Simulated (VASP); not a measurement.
# B5C (F-43m) in VASP: single point with PBE

Aim: the single point of B5C with PBE.

Everything below comes from runs of VASP 6.6.1. Logs are shortened: lines on timing, memory, paths and dates and some standing lists are left out, and cuts for length are marked.

## 1. The cell of the first run

The structure is cubic, space group F-43m (No. 216). Conventional cell: a = 5.846 Å, b = 5.846 Å, c = 5.846 Å, α = 90.00°, β = 90.00°, γ = 90.00°. B (site symmetry 3m) has 9 B at 2.07 to 2.42 Å and 3 C at 2.42 Å within 2.7 Å. B (site symmetry -43m) has 12 B at 2.42 Å and 4 C at 2.53 Å within 3.2 Å. Within 3.2 Å of C (site symmetry -43m) lie 16 B at 2.42 to 2.53 Å.

## 2. Single point, PBE

INCAR

```
SYSTEM = B5C
PREC     = Accurate       ! precision mode
ENCUT    = 520            ! plane-wave cutoff, eV
EDIFF    = 1E-6           ! SCF threshold, eV
ISMEAR   = 0              ! smearing method
SIGMA    = 0.1            ! smearing width, eV
LREAL    = .FALSE.        ! projectors in reciprocal space
LASPH    = .TRUE.         ! aspherical terms in the spheres
NELM     = 60             ! most SCF steps
ALGO     = Normal         ! electronic algorithm
ISIF     = 2              ! what is computed and relaxed
LWAVE    = .FALSE.        ! write WAVECAR
LCHARG   = .TRUE.         ! write CHGCAR
GGA      = PE             ! functional
LELF     = .TRUE.         ! ELF
LVHAR    = .TRUE.       
NBANDS   = 18             ! bands
```

KPOINTS

```
regular mesh
0
G
  6 6 6
  0 0 0
```

POSCAR

```
B5C
1.0
    0.0000000000      2.9228957200      2.9228957200
    2.9228957200      0.0000000000      2.9228957200
    2.9228957200      2.9228957200      0.0000000000
B C
5 1
Direct
    0.1250000000      0.6250000000      0.6250000000
    0.6250000000      0.6250000000      0.6250000000
    0.6250000000      0.1250000000      0.6250000000
    0.6250000000      0.6250000000      0.1250000000
    0.2500000000      0.2500000000      0.2500000000
    0.0000000000      0.0000000000      0.0000000000
```

Potentials or basis: VASP PAW PBE potentials, release 64 (B, C).

Launch:

```
> cat potpaw_PBE.64/B/POTCAR potpaw_PBE.64/C/POTCAR > POTCAR
> mpirun -np 1 vasp_std > vasp.out
```

OUTCAR:

```text
SYSTEM = B5C
   PREC = Accurate
   ENCUT = 520
   EDIFF = 1E-6
   ISMEAR = 0
   LREAL = .FALSE.
   LASPH = .TRUE.
   NELM = 60
   ISIF = 2
   GGA = PE

 ion  position               nearest neighbor table
   1  0.125  0.625  0.625-   2 2.07   4 2.07   3 2.07   2 2.07   3 2.07   4 2.07
   2  0.625  0.625  0.625-   1 2.07   3 2.07   4 2.07   4 2.07   3 2.07   1 2.07
   3  0.625  0.125  0.625-   2 2.07   4 2.07   1 2.07   2 2.07   4 2.07   1 2.07
   4  0.625  0.625  0.125-   2 2.07   1 2.07   2 2.07   3 2.07   3 2.07   1 2.07
   5  0.250  0.250  0.250-
   6  0.000  0.000  0.000-

  LATTYP: Found a face centered cubic cell.
 ALAT       =     5.8457914400

  Lattice vectors:

 A1 = (   0.0000000000,   2.9228957200,   2.9228957200)
 A2 = (   2.9228957200,   0.0000000000,   2.9228957200)
 A3 = (   2.9228957200,   2.9228957200,   0.0000000000)

Analysis of symmetry for initial positions (statically):
=====================================================================
 Subroutine PRICEL returns:
 Original cell was already a primitive cell.

 Routine SETGRP: Setting up the symmetry group for a
 face centered cubic supercell.

 Subroutine GETGRP returns: Found 24 space group operations
 (whereof 24 operations were pure point group operations)
 out of a pool of 48 trial point group operations.

The static configuration has the point symmetry T_d .

Analysis of symmetry for dynamics (positions and initial velocities):
=====================================================================
 Subroutine PRICEL returns:
 Original cell was already a primitive cell.

 Routine SETGRP: Setting up the symmetry group for a
 face centered cubic supercell.

 Subroutine GETGRP returns: Found 24 space group operations
 (whereof 24 operations were pure point group operations)
 out of a pool of 48 trial point group operations.

The dynamic configuration has the point symmetry T_d .

 Subroutine INISYM returns: Found 24 space group operations
 (whereof 24 operations are pure point group operations),
 and found     1 'primitive' translations

----------------------------------------------------------------------------------------

                                     Primitive cell

  volume of cell :      49.9425

  direct lattice vectors                    reciprocal lattice vectors
     0.000000000  2.922895720  2.922895720    -0.171063236  0.171063236  0.171063236
     2.922895720  0.000000000  2.922895720     0.171063236 -0.171063236  0.171063236
     2.922895720  2.922895720  0.000000000     0.171063236  0.171063236 -0.171063236

  length of vectors
     4.133598769  4.133598769  4.133598769     0.296290216  0.296290216  0.296290216

  position of ions in fractional coordinates (direct lattice)
     0.125000000  0.625000000  0.625000000
     0.625000000  0.625000000  0.625000000
     0.625000000  0.125000000  0.625000000
     0.625000000  0.625000000  0.125000000
     0.250000000  0.250000000  0.250000000
     0.000000000  0.000000000  0.000000000

  ion indices of the primitive-cell ions
   primitive index   ion index
                 1           1
                 2           2
                 3           3
                 4           4
                 5           5
                 6           6

----------------------------------------------------------------------------------------

 KPOINTS: regular mesh

Automatic generation of k-mesh.
 Grid dimensions read from file:
 generate k-points for:    6    6    6

 Generating k-lattice:

  Cartesian coordinates                     Fractional coordinates (reciprocal lattice)
    -0.028510539  0.028510539  0.028510539     0.166666667  0.000000000  0.000000000
     0.028510539 -0.028510539  0.028510539     0.000000000  0.166666667  0.000000000
     0.028510539  0.028510539 -0.028510539     0.000000000  0.000000000  0.166666667

  Length of vectors
     0.049381703  0.049381703  0.049381703

  Shift w.r.t. Gamma in fractional coordinates (k-lattice)
     0.000000000  0.000000000  0.000000000

 Subroutine IBZKPT returns following result:
 ===========================================

 Found     16 irreducible k-points:

 Following reciprocal coordinates:
            Coordinates               Weight
  0.000000  0.000000  0.000000      1.000000
  0.166667  0.000000  0.000000      8.000000
  0.333333  0.000000  0.000000      8.000000
  0.500000  0.000000  0.000000      4.000000
  0.166667  0.166667  0.000000      6.000000
  0.333333  0.166667  0.000000     24.000000
[... 8 lines left out ...]
 -0.333333  0.333333  0.166667     24.000000
 -0.333333  0.500000  0.166667     12.000000
   k-points           NKPTS =     16   k-points in BZ     NKDIM =     16   number of bands    NBANDS=     18
   number of dos      NEDOS =    301   number of ions     NIONS =      6
   total plane-waves  NPLWV =  32768
   dimension x,y,z NGX =    32 NGY =   32 NGZ =   32
   dimension x,y,z NGXF=    64 NGYF=   64 NGZF=   64
   ions per type =               5   1
   NGX,Y,Z   is equivalent  to a cutoff of  12.87, 12.87, 12.87 a.u.
   NGXF,Y,Z  is equivalent  to a cutoff of  25.74, 25.74, 25.74 a.u.
 SYSTEM =  B5C
   PREC   = accura    normal or accurate (medium, high low for compatibility)
   ISTART =      0    job   : 0-new  1-cont  2-samecut
   ICHARG =      2    charge: 1-file 2-atom 10-const
   ISPIN  =      1    spin polarized calculation?
   LNONCOLLINEAR =      F non collinear calculations
   LSORBIT =      F    spin-orbit coupling
   LASPH  =      T    aspherical Exc in radial PAW
   ENCUT  =  520.0 eV  38.22 Ry    6.18 a.u.   7.69  7.69  7.69*2*pi/ulx,y,z
   NELM   =     60;   NELMIN=  2; NELMDL= -5     # of ELM steps
   EDIFF  = 0.1E-05   stopping-criterion for ELM
   LREAL  =      F    real-space projection
   EDIFFG = 0.1E-04   stopping-criterion for IOM
   NSW    =      0    number of steps for IOM
   IBRION =     -1    ionic relax: 0-MD 1-quasi-New 2-CG
   NFREE  =      0    steps in history (QN), initial steepest desc. (CG)
   ISIF   =      2    stress and relaxation
   ISYM   =      2    0-nonsym 1-usesym 2-fastsym
   POTIM  = 0.5000    time-step for ionic-motion
   TEBEG  =    0.0;   TEEND  =   0.0 temperature during run
   PSTRESS=    0.0 pullay stress
   NELECT =      19.0000    total number of electrons
   NUPDOWN=      -1.0000    fix difference up-down
   EMIN   =  10.00;   EMAX   =-10.00  energy-range for DOS
   EFERMI =   0.00;   METHOD = LEGACY
   ISMEAR =     0;   SIGMA  =   0.10  broadening in eV -4-tet -1-fermi 0-gaus
   EFERMI_NEDOS =   21; number of points for ismear=-14 and -15
   IALGO  =     38    algorithm
   IMIX   =      4    mixing-type and parameters
     AMIX     =   0.40;   BMIX     =  1.00
     AMIX_MAG =   1.60;   BMIX_MAG =  1.00
  volume/ion in A,a.u.               =       8.32        56.17
  Fermi-wavevector in a.u.,A,eV,Ry     =   1.186231  2.241652 19.145366  1.407145
  Thomas-Fermi vector in A             =   2.322408
   LORBIT       =      0    0 simple, 1 ext, 2 COOP (PROOUT), +10 PAW based schemes
   GGA     = PE    functional components
   LHFCALC =     F    Hartree Fock is set to
   AEXX    =    0.0000 exact exchange contribution
   IVDW    =     0    specifies the selected vdW correction
   LEPSILON=     F    determine dielectric tensor
   LRPA    =     F    only Hartree local field effects (RPA)
 non-spin polarized calculation
 Gauss-broadening in eV      SIGMA  =   0.10
  energy-cutoff  :      520.00
  volume of cell :       49.94
 maximum number of plane-waves:      1363
   NGX = 15   NGY = 15   NGZ = 15

 number of electron      19.0000001 magnetization

 Free energy of the ion-electron system (eV)
  ---------------------------------------------------
  ext. energy  EPLUGINS =         0.00000000
  ---------------------------------------------------
  free energy    TOTEN  =       -28.52736619 eV

  energy without entropy =      -28.52011572  energy(sigma->0) =      -28.52374096

 E-fermi :   6.3935     XC(G=0): -11.6652

 val. band max:        6.3062140637   @ k =   0.5000   0.3333   0.1667
 cond. band min:       6.4434150856   @ k =   0.1667   0.1667   0.0000
 fundamental gap:      0.1372010219
 Fermi energy:         6.3934675667

 k-point     1 :       0.0000    0.0000    0.0000
  band No.  band energies     occupation
      1      -9.3005      2.00000
      2      -1.6743      2.00000
      3       0.0926      2.00000
      4       1.0379      2.00000
      5       1.0379      2.00000
      6       1.0379      2.00000
[... 10 lines left out ...]
     17      12.2060      0.00000
     18      12.2060      0.00000

 k-point     2 :       0.1667    0.0000    0.0000
  band No.  band energies     occupation
      1      -9.0026      2.00000
      2      -2.4448      2.00000
      3      -1.0688      2.00000
      4       0.8357      2.00000
      5       0.8357      2.00000
      6       1.0571      2.00000
[... 10 lines left out ...]
     17      11.9992      0.00000
     18      11.9992      0.00000

 k-point     3 :       0.3333    0.0000    0.0000
  band No.  band energies     occupation
      1      -8.1169      2.00000
      2      -4.6108      2.00000
      3      -1.5532      2.00000
      4       0.6934      2.00000
      5       0.6934      2.00000
      6       0.7695      2.00000
[... 10 lines left out ...]
     17      11.1638      0.00000
     18      11.1638      0.00000

 k-point     4 :       0.5000    0.0000    0.0000
  band No.  band energies     occupation
      1      -6.8854      2.00000
      2      -6.3628      2.00000
      3      -1.6629      2.00000
      4       0.5688      2.00000
      5       0.7680      2.00000
      6       0.7680      2.00000
[... 207 lines left out ...]
      4      -2.2391      2.00000
      5       0.5877      2.00000
      6       1.2164      2.00000
[... 10 lines left out ...]
     17      11.1815      0.00000
     18      12.3944      0.00000

 k-point    15 :      -0.3333    0.3333    0.1667
  band No.  band energies     occupation
      1      -6.1244      2.00000
      2      -5.6672      2.00000
      3      -3.8355      2.00000
      4      -2.8244      2.00000
      5       0.8336      2.00000
      6       1.7020      2.00000
[... 10 lines left out ...]
     17      11.9893      0.00000
     18      13.0363      0.00000

 k-point    16 :      -0.3333    0.5000    0.1667
  band No.  band energies     occupation
      1      -5.7601      2.00000
      2      -5.1168      2.00000
      3      -4.5836      2.00000
      4      -3.3374      2.00000
      5       0.3746      2.00000
      6       0.9628      2.00000
[... 10 lines left out ...]
     17      11.1171      0.00000
     18      12.4851      0.00000

------------------------ aborting loop because EDIFF is reached ----------------------------------------

  FORCE on cell =-STRESS in cart. coord.  units (eV):
  Direction    XX          YY          ZZ          XY          YZ          ZX
  --------------------------------------------------------------------------------------
  -------------------------------------------------------------------------------------
  Total      -10.2716718    -10.2716718    -10.2716718      0.0000000     -0.0000000      0.0000000
  in kB     -329.5199833   -329.5199833   -329.5199833      0.0000000     -0.0000000      0.0000000
  external PRESSURE =    -329.5199833 kB  Pullay stress =       0.0000000 kB

 VOLUME and BASIS-vectors are now :
 -----------------------------------------------------------------------------
  energy-cutoff  :      520.00
  volume of cell :       49.94
      direct lattice vectors                 reciprocal lattice vectors
     0.000000000  2.922895720  2.922895720    -0.171063236  0.171063236  0.171063236
     2.922895720  0.000000000  2.922895720     0.171063236 -0.171063236  0.171063236
     2.922895720  2.922895720  0.000000000     0.171063236  0.171063236 -0.171063236

 POSITION                                       TOTAL-FORCE (eV/Angst)
 -----------------------------------------------------------------------------------
      3.65362      2.19217      2.19217         0.094264     -0.094264     -0.094264
      3.65362      3.65362      3.65362         0.094264      0.094264      0.094264
      2.19217      3.65362      2.19217        -0.094264      0.094264     -0.094264
      2.19217      2.19217      3.65362        -0.094264     -0.094264      0.094264
      1.46145      1.46145      1.46145         0.000000      0.000000      0.000000
      0.00000      0.00000      0.00000         0.000000      0.000000      0.000000
 -----------------------------------------------------------------------------------
    total drift:                               -0.000000     -0.000000      0.000000

  FREE ENERGIE OF THE ION-ELECTRON SYSTEM (eV)
  ---------------------------------------------------
  free  energy   TOTEN  =       -28.5273661887 eV

  energy  without entropy=      -28.5201157234  energy(sigma->0) =      -28.52374096
```

Run time: 31 s. Hardware: 1 thread of Intel Xeon Platinum 8124M at 3.00GHz (Skylake/Cascade Lake), shared host; peak memory 0.16 GiB.

What came out:

```
Free energy : -28.5274 eV
Pressure    : -33.0 GPa
```

Levels at points of the mesh, in eV from the Fermi level:
```tsv
k point	band 8	band 9	band 10	band 11	band 12	band 13
(0.00, 0.00, 0.00)	-3.09	-3.09	-2.06	-1.07	-1.07	-0.26
(0.50, 0.00, 0.00)	-4.75	-0.25	0.56	1.19	1.19	2.31
(0.50, 0.50, 0.00)	0.87	1.31	1.31	2.61	2.68	2.73
```
